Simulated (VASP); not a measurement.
# SnH5 (P6/mmm) in VASP: notebook

SnH5 is run at these levels: PBE; tasks: single point, relaxation of cell and atoms.

Everything below comes from runs of VASP 6.6.1. Logs are shortened: lines on timing, memory, paths and dates and some standing lists are left out, and cuts for length are marked.

## (1) The cell of the first run

It takes space group P6/mmm (No. 191, hexagonal). Conventional cell: a = 4.057 Å, b = 4.057 Å, c = 4.137 Å, α = 90.00°, β = 90.00°, γ = 120.00°. Within 2.7 Å of Sn (site symmetry 6/mmm) lie 2 H at 2.07 Å. H (site symmetry 3m) has 1 H at 0.77 Å within 1.0 Å. H (site symmetry 6/mmm) has 2 Sn at 2.07 Å and 12 H at 2.37 Å within 2.7 Å.

## (2) Single point, PBE

File INCAR:

```
PREC     = Accurate       # precision mode
ENCUT    = 520            # plane-wave cutoff, eV
EDIFF    = 1E-7           # SCF threshold, eV
ISMEAR   = 0              # smearing method
SIGMA    = 0.1            # smearing width, eV
LREAL    = False          # projectors in reciprocal space
LASPH    = True           # aspherical terms in the spheres
NELM     = 60             # most SCF steps
ALGO     = Normal         # electronic algorithm
ISIF     = 2              # what is computed and relaxed
LWAVE    = False          # write WAVECAR
LCHARG   = False          # write CHGCAR
GGA      = PE             # functional
NBANDS   = 18             # bands
```

File KPOINTS:

```
Automatic mesh
0
Gamma
  6 6 4
```

File POSCAR:

```
SnH5
1.0
    4.0572860897      0.0000000030      0.0000000000
   -2.0286430474      3.5137128226      0.0000000000
    0.0000000000      0.0000000000      4.1365619910
Sn H
1 5
Direct
    0.0000000000      0.0000000000      0.5000000000
    0.6666666667      0.3333333333      0.9071585945
    0.0000000000      0.0000000000      0.0000000000
    0.6666666667      0.3333333333      0.0928414055
    0.3333333333      0.6666666667      0.0928414055
    0.3333333333      0.6666666667      0.9071585945
```

Potentials or basis: VASP PAW PBE potentials, release 64 (Sn_d, H).

Run with:

```sh
$ cat potpaw_PBE.64/Sn_d/POTCAR potpaw_PBE.64/H/POTCAR > POTCAR
$ mpirun -np 1 vasp_std > vasp.out
```

OUTCAR:

```text
PREC = Accurate
   ENCUT = 520
   EDIFF = 1E-7
   ISMEAR = 0
   LREAL = False
   LASPH = True
   NELM = 60
   ISIF = 2
   GGA = PE

 ion  position               nearest neighbor table
   1  0.000  0.000  0.500-   3 2.07   3 2.07
   2  0.667  0.333  0.907-   4 0.77
   3  0.000  0.000  0.000-   1 2.07   1 2.07
   4  0.667  0.333  0.093-   2 0.77
   5  0.333  0.667  0.093-   6 0.77
   6  0.333  0.667  0.907-   5 0.77

  LATTYP: Found a hexagonal cell.
 ALAT       =     4.0572860897
 C/A-ratio  =     1.0195391450

  Lattice vectors:

 A1 = (   4.0572860897,   0.0000000030,   0.0000000000)
 A2 = (  -2.0286430474,   3.5137128226,   0.0000000000)
 A3 = (   0.0000000000,   0.0000000000,   4.1365619910)

Analysis of symmetry for initial positions (statically):
=====================================================================
 Subroutine PRICEL returns:
 Original cell was already a primitive cell.

 Routine SETGRP: Setting up the symmetry group for a
 hexagonal supercell.

 Subroutine GETGRP returns: Found 24 space group operations
 (whereof 24 operations were pure point group operations)
 out of a pool of 24 trial point group operations.

The static configuration has the point symmetry D_6h.

Analysis of symmetry for dynamics (positions and initial velocities):
=====================================================================
 Subroutine PRICEL returns:
 Original cell was already a primitive cell.

 Routine SETGRP: Setting up the symmetry group for a
 hexagonal supercell.

 Subroutine GETGRP returns: Found 24 space group operations
 (whereof 24 operations were pure point group operations)
 out of a pool of 24 trial point group operations.

The dynamic configuration has the point symmetry D_6h.

 Subroutine INISYM returns: Found 24 space group operations
 (whereof 24 operations are pure point group operations),
 and found     1 'primitive' translations

----------------------------------------------------------------------------------------

                                     Primitive cell

  volume of cell :      58.9714

  direct lattice vectors                    reciprocal lattice vectors
     4.057286090  0.000000003  0.000000000     0.246470172  0.142299620  0.000000000
    -2.028643047  3.513712823  0.000000000    -0.000000000  0.284599240  0.000000000
     0.000000000  0.000000000  4.136561991     0.000000000  0.000000000  0.241746649

  length of vectors
     4.057286090  4.057286090  4.136561991     0.284599240  0.284599240  0.241746649

  position of ions in fractional coordinates (direct lattice)
     0.000000000  0.000000000  0.500000000
     0.666666667  0.333333333  0.907158594
     0.000000000  0.000000000  0.000000000
     0.666666667  0.333333333  0.092841406
     0.333333333  0.666666667  0.092841406
     0.333333333  0.666666667  0.907158594

  ion indices of the primitive-cell ions
   primitive index   ion index
                 1           1
                 2           2
                 3           3
                 4           4
                 5           5
                 6           6

----------------------------------------------------------------------------------------

 KPOINTS: Automatic mesh

Automatic generation of k-mesh.
 Grid dimensions read from file:
 generate k-points for:    6    6    4

 Generating k-lattice:

  Cartesian coordinates                     Fractional coordinates (reciprocal lattice)
     0.041078362  0.023716603  0.000000000     0.166666667  0.000000000  0.000000000
    -0.000000000  0.047433207  0.000000000     0.000000000  0.166666667  0.000000000
     0.000000000  0.000000000  0.060436662     0.000000000  0.000000000  0.250000000

  Length of vectors
     0.047433207  0.047433207  0.060436662

  Shift w.r.t. Gamma in fractional coordinates (k-lattice)
     0.000000000  0.000000000  0.000000000

 Subroutine IBZKPT returns following result:
 ===========================================

 Found     21 irreducible k-points:

 Following reciprocal coordinates:
            Coordinates               Weight
  0.000000  0.000000  0.000000      1.000000
  0.166667 -0.000000  0.000000      6.000000
  0.333333 -0.000000  0.000000      6.000000
  0.500000 -0.000000  0.000000      3.000000
  0.166667  0.166667  0.000000      6.000000
  0.333333  0.166667  0.000000     12.000000
[... 13 lines left out ...]
  0.333333  0.166667  0.500000     12.000000
  0.333333  0.333333  0.500000      2.000000
   k-points           NKPTS =     21   k-points in BZ     NKDIM =     21   number of bands    NBANDS=     18
   number of dos      NEDOS =    301   number of ions     NIONS =      6
   total plane-waves  NPLWV =  28800
   dimension x,y,z NGX =    30 NGY =   30 NGZ =   32
   dimension x,y,z NGXF=    60 NGYF=   60 NGZF=   64
   ions per type =               1   5
   NGX,Y,Z   is equivalent  to a cutoff of  12.29, 12.29, 12.86 a.u.
   NGXF,Y,Z  is equivalent  to a cutoff of  24.58, 24.58, 25.72 a.u.
 SYSTEM =  unknown system
   PREC   = accura    normal or accurate (medium, high low for compatibility)
   ISTART =      0    job   : 0-new  1-cont  2-samecut
   ICHARG =      2    charge: 1-file 2-atom 10-const
   ISPIN  =      1    spin polarized calculation?
   LNONCOLLINEAR =      F non collinear calculations
   LSORBIT =      F    spin-orbit coupling
   LASPH  =      T    aspherical Exc in radial PAW
   ENCUT  =  520.0 eV  38.22 Ry    6.18 a.u.   7.54  7.54  7.69*2*pi/ulx,y,z
   NELM   =     60;   NELMIN=  2; NELMDL= -5     # of ELM steps
   EDIFF  = 0.1E-06   stopping-criterion for ELM
   LREAL  =      F    real-space projection
   EDIFFG = 0.1E-05   stopping-criterion for IOM
   NSW    =      0    number of steps for IOM
   IBRION =     -1    ionic relax: 0-MD 1-quasi-New 2-CG
   NFREE  =      0    steps in history (QN), initial steepest desc. (CG)
   ISIF   =      2    stress and relaxation
   ISYM   =      2    0-nonsym 1-usesym 2-fastsym
   POTIM  = 0.5000    time-step for ionic-motion
   TEBEG  =    0.0;   TEEND  =   0.0 temperature during run
   PSTRESS=    0.0 pullay stress
   NELECT =      19.0000    total number of electrons
   NUPDOWN=      -1.0000    fix difference up-down
   EMIN   =  10.00;   EMAX   =-10.00  energy-range for DOS
   EFERMI =   0.00;   METHOD = LEGACY
   ISMEAR =     0;   SIGMA  =   0.10  broadening in eV -4-tet -1-fermi 0-gaus
   EFERMI_NEDOS =   21; number of points for ismear=-14 and -15
   IALGO  =     38    algorithm
   IMIX   =      4    mixing-type and parameters
     AMIX     =   0.40;   BMIX     =  1.00
     AMIX_MAG =   1.60;   BMIX_MAG =  1.00
  volume/ion in A,a.u.               =       9.83        66.33
  Fermi-wavevector in a.u.,A,eV,Ry     =   1.122308  2.120855 17.137574  1.259576
  Thomas-Fermi vector in A             =   2.258968
   LORBIT       =      0    0 simple, 1 ext, 2 COOP (PROOUT), +10 PAW based schemes
   GGA     = PE    functional components
   LHFCALC =     F    Hartree Fock is set to
   AEXX    =    0.0000 exact exchange contribution
   IVDW    =     0    specifies the selected vdW correction
   LEPSILON=     F    determine dielectric tensor
   LRPA    =     F    only Hartree local field effects (RPA)
 non-spin polarized calculation
 Gauss-broadening in eV      SIGMA  =   0.10
  energy-cutoff  :      520.00
  volume of cell :       58.97
 maximum number of plane-waves:      1605
   NGX = 15   NGY = 15   NGZ = 15

 number of electron      18.9999993 magnetization

 Free energy of the ion-electron system (eV)
  ---------------------------------------------------
  ext. energy  EPLUGINS =         0.00000000
  ---------------------------------------------------
  free energy    TOTEN  =       -18.62678158 eV

  energy without entropy =      -18.62031239  energy(sigma->0) =      -18.62354699

 E-fermi :   3.0696     XC(G=0):  -8.9008

 val. band max:        3.0467937167   @ k =   0.3333   0.1667   0.0000
 cond. band min:       3.1934651271   @ k =   0.1667  -0.0000   0.0000
 fundamental gap:      0.1466714104
 Fermi energy:         3.0696238235

 k-point     1 :       0.0000    0.0000    0.0000
  band No.  band energies     occupation
      1     -18.7768      2.00000
      2     -18.7768      2.00000
      3     -18.7248      2.00000
      4     -18.6928      2.00000
      5     -18.6928      2.00000
      6      -7.6162      2.00000
[... 10 lines left out ...]
     17      13.2059      0.00000
     18      14.4226      0.00000

 k-point     2 :       0.1667   -0.0000    0.0000
  band No.  band energies     occupation
      1     -18.7773      2.00000
      2     -18.7715      2.00000
      3     -18.7219      2.00000
      4     -18.6949      2.00000
      5     -18.6933      2.00000
      6      -7.3191      2.00000
[... 10 lines left out ...]
     17      12.8608      0.00000
     18      14.4004      0.00000

 k-point     3 :       0.3333   -0.0000    0.0000
  band No.  band energies     occupation
      1     -18.7788      2.00000
      2     -18.7608      2.00000
      3     -18.7157      2.00000
      4     -18.6994      2.00000
      5     -18.6943      2.00000
      6      -6.4500      2.00000
[... 10 lines left out ...]
     17      12.9520      0.00000
     18      14.7029      0.00000

 k-point     4 :       0.5000   -0.0000    0.0000
  band No.  band energies     occupation
      1     -18.7797      2.00000
      2     -18.7555      2.00000
      3     -18.7125      2.00000
      4     -18.7015      2.00000
      5     -18.6949      2.00000
      6      -5.2820      2.00000
[... 312 lines left out ...]
      4     -18.6999      2.00000
      5     -18.6754      2.00000
      6      -5.4051      2.00000
[... 10 lines left out ...]
     17      14.6215      0.00000
     18      16.2185      0.00000

 k-point    20 :       0.3333    0.1667    0.5000
  band No.  band energies     occupation
      1     -18.7741      2.00000
      2     -18.7591      2.00000
      3     -18.7076      2.00000
      4     -18.7017      2.00000
      5     -18.6708      2.00000
      6      -4.4711      2.00000
[... 10 lines left out ...]
     17      15.7598      0.00000
     18      16.1146      0.00000

 k-point    21 :       0.3333    0.3333    0.5000
  band No.  band energies     occupation
      1     -18.7652      2.00000
      2     -18.7652      2.00000
      3     -18.7055      2.00000
      4     -18.7055      2.00000
      5     -18.6697      2.00000
      6      -3.6755      2.00000
[... 10 lines left out ...]
     17      14.9704      0.00000
     18      15.2992      0.00000

------------------------ aborting loop because EDIFF is reached ----------------------------------------

  FORCE on cell =-STRESS in cart. coord.  units (eV):
  Direction    XX          YY          ZZ          XY          YZ          ZX
  --------------------------------------------------------------------------------------
  -------------------------------------------------------------------------------------
  Total       -0.1229578     -0.1229578     -0.0327613     -0.0000000      0.0000000     -0.0000000
  in kB       -3.3406063     -3.3406063     -0.8900821     -0.0000000      0.0000000     -0.0000000
  external PRESSURE =      -2.5237649 kB  Pullay stress =       0.0000000 kB

 VOLUME and BASIS-vectors are now :
 -----------------------------------------------------------------------------
  energy-cutoff  :      520.00
  volume of cell :       58.97
      direct lattice vectors                 reciprocal lattice vectors
     4.057286090  0.000000003  0.000000000     0.246470172  0.142299620  0.000000000
    -2.028643047  3.513712823  0.000000000    -0.000000000  0.284599240  0.000000000
     0.000000000  0.000000000  4.136561991     0.000000000  0.000000000  0.241746649

 POSITION                                       TOTAL-FORCE (eV/Angst)
 -----------------------------------------------------------------------------------
      0.00000      0.00000      2.06828         0.000000     -0.000000      0.000000
      2.02864      1.17124      3.75252        -0.000000     -0.000000      0.007038
      0.00000      0.00000      0.00000         0.000000     -0.000000      0.000000
      2.02864      1.17124      0.38404        -0.000000     -0.000000     -0.007038
     -0.00000      2.34248      0.38404        -0.000000      0.000000     -0.007038
     -0.00000      2.34248      3.75252         0.000000      0.000000      0.007038
 -----------------------------------------------------------------------------------
    total drift:                               -0.000000      0.000000      0.000000

  FREE ENERGIE OF THE ION-ELECTRON SYSTEM (eV)
  ---------------------------------------------------
  free  energy   TOTEN  =       -18.6267815845 eV

  energy  without entropy=      -18.6203123934  energy(sigma->0) =      -18.62354699
```

Wall time 29 s (1 thread of Intel Xeon Platinum 8259CL at 2.50GHz (Skylake/Cascade Lake), shared host); peak memory 0.18 GiB.

Results:

```yaml
Free_energy: -18.6268 eV
Pressure: -0.3 GPa
Largest_force: 0.007 eV/Å
```

Forces on the atoms (eV/Å):
```
Sn   0.000  0.000  0.000
H    0.000  0.000  0.007
H    0.000  0.000  0.000
H    0.000  0.000 -0.007
H    0.000  0.000 -0.007
H    0.000  0.000  0.007
```

Stress tensor (GPa, compression positive):
```
-0.33  0.00  0.00
 0.00 -0.33  0.00
 0.00  0.00 -0.09
```

Levels at points of the mesh, in eV from the Fermi level:
| k point | band 5 | band 6 | band 7 | band 8 | band 9 | band 10 | band 11 | band 12 | band 13 | band 14 |
| --- | --- | --- | --- | --- | --- | --- | --- | --- | --- | --- |
| (0.00, 0.00, 0.00) | -21.76 | -10.69 | -4.96 | -4.74 | -0.19 | -0.13 | 2.59 | 2.59 | 6.75 | 6.75 |
| (0.50, 0.00, 0.00) | -21.76 | -8.35 | -7.91 | -5.41 | 0.23 | 0.75 | 0.93 | 1.76 | 4.36 | 7.65 |
| (0.00, 0.00, 0.50) | -21.75 | -9.27 | -7.75 | -4.61 | -2.64 | 3.42 | 3.42 | 5.25 | 6.85 | 8.38 |
| (0.50, 0.00, 0.50) | -21.74 | -7.32 | -6.69 | -6.17 | -4.12 | -2.42 | 1.96 | 4.00 | 5.64 | 9.19 |

Caveat: the k points lie up to 0.38 Å⁻¹ apart; spin-orbit coupling is left out, which moves the levels of the heavy elements.

## (3) Single point, PBE

This run uses another cell than the first one, of 11.54 Å³/atom, 1.174 times its volume.

File INCAR:

```
ALGO     = Normal         # electronic algorithm
EDIFF    = 1E-6           # SCF threshold, eV
ENCUT    = 520            # plane-wave cutoff, eV
GGA      = PE             # functional
ISIF     = 2              # what is computed and relaxed
ISMEAR   = 0              # smearing method
LASPH    = True           # aspherical terms in the spheres
LCHARG   = True           # write CHGCAR
LELF     = True           # ELF
LREAL    = False          # projectors in reciprocal space
LVHAR    = True         
LWAVE    = False          # write WAVECAR
NBANDS   = 18             # bands
NELM     = 60             # most SCF steps
PREC     = Accurate       # precision mode
SIGMA    = 0.1            # smearing width, eV
```

File KPOINTS:

```
k-points
0
Gamma
  6 6 4
```

File POSCAR:

```
SnH5
1.0
    3.8909350100      0.0000000000      0.0000000000
   -1.9454675100      3.3696485600      0.0000000000
    0.0000000000      0.0000000000      5.2817527400
Sn H
1 5
Direct
    0.0000000000      0.0000000000      0.5000000000
    0.6666666700      0.3333333300      0.7959949400
    0.0000000000      0.0000000000      0.0000000000
    0.6666666700      0.3333333300      0.2040050600
    0.3333333300      0.6666666700      0.2040050600
    0.3333333300      0.6666666700      0.7959949400
```

Potentials or basis: VASP PAW PBE potentials, release 64 (Sn_d, H).

Run with:

```sh
$ cat potpaw_PBE.64/Sn_d/POTCAR potpaw_PBE.64/H/POTCAR > POTCAR
$ mpirun -np 1 vasp_std > vasp.out
```

OUTCAR:

```text
EDIFF = 1E-6
   ENCUT = 520
   GGA = PE
   ISIF = 2
   ISMEAR = 0
   LASPH = True
   LREAL = False
   NELM = 60
   PREC = Accurate

 ion  position               nearest neighbor table
   1  0.000  0.000  0.500-
   2  0.667  0.333  0.796-
   3  0.000  0.000  0.000-
   4  0.667  0.333  0.204-
   5  0.333  0.667  0.204-
[... 642 lines left out ...]
  Direction    XX          YY          ZZ          XY          YZ          ZX
  --------------------------------------------------------------------------------------
  -------------------------------------------------------------------------------------
  Total       -4.6637058     -4.6637058     -6.6826658      0.0000000      0.0000000     -0.0000000
  in kB     -107.9009031   -107.9009029   -154.6121688      0.0000002      0.0000000     -0.0000000
  external PRESSURE =    -123.4713249 kB  Pullay stress =       0.0000000 kB

 VOLUME and BASIS-vectors are now :
 -----------------------------------------------------------------------------
  energy-cutoff  :      520.00
  volume of cell :       69.25
      direct lattice vectors                 reciprocal lattice vectors
     3.890935010  0.000000000  0.000000000     0.257007634  0.148383427  0.000000000
    -1.945467510  3.369648560  0.000000000     0.000000000  0.296766853  0.000000000
     0.000000000  0.000000000  5.281752740     0.000000000  0.000000000  0.189331089

 POSITION                                       TOTAL-FORCE (eV/Angst)
 -----------------------------------------------------------------------------------
      0.00000      0.00000      2.64088         0.000000      0.000000      0.000000
      1.94547      1.12322      4.20425         0.000000     -0.000000     -0.075261
      0.00000      0.00000      0.00000         0.000000      0.000000      0.000000
      1.94547      1.12322      1.07750         0.000000     -0.000000      0.075261
     -0.00000      2.24643      1.07750        -0.000000      0.000000      0.075261
     -0.00000      2.24643      4.20425        -0.000000      0.000000     -0.075261
 -----------------------------------------------------------------------------------
    total drift:                               -0.000000     -0.000000     -0.000000

  FREE ENERGIE OF THE ION-ELECTRON SYSTEM (eV)
  ---------------------------------------------------
  free  energy   TOTEN  =       -12.8161973918 eV

  energy  without entropy=      -12.8007021673  energy(sigma->0) =      -12.80844978
```

It took 36 s on 1 thread of Intel Xeon Platinum 8259CL at 2.50GHz (Skylake/Cascade Lake), shared host; peak memory 0.19 GiB.

Results:

* Free energy: -12.8162 eV
* Pressure: -12.3 GPa
* Largest force: 0.075 eV/Å

Forces on the atoms (eV/Å):
```
Sn   0.000  0.000  0.000
H    0.000  0.000 -0.075
H    0.000  0.000  0.000
H    0.000  0.000  0.075
H    0.000  0.000  0.075
H    0.000  0.000 -0.075
```

Stress tensor (GPa, compression positive):
```
-10.79   0.00   0.00
  0.00 -10.79   0.00
  0.00   0.00 -15.46
```

Caveat: spin-orbit coupling is left out, which moves the levels of the heavy elements.

(Part 1 of 2 ends here.)
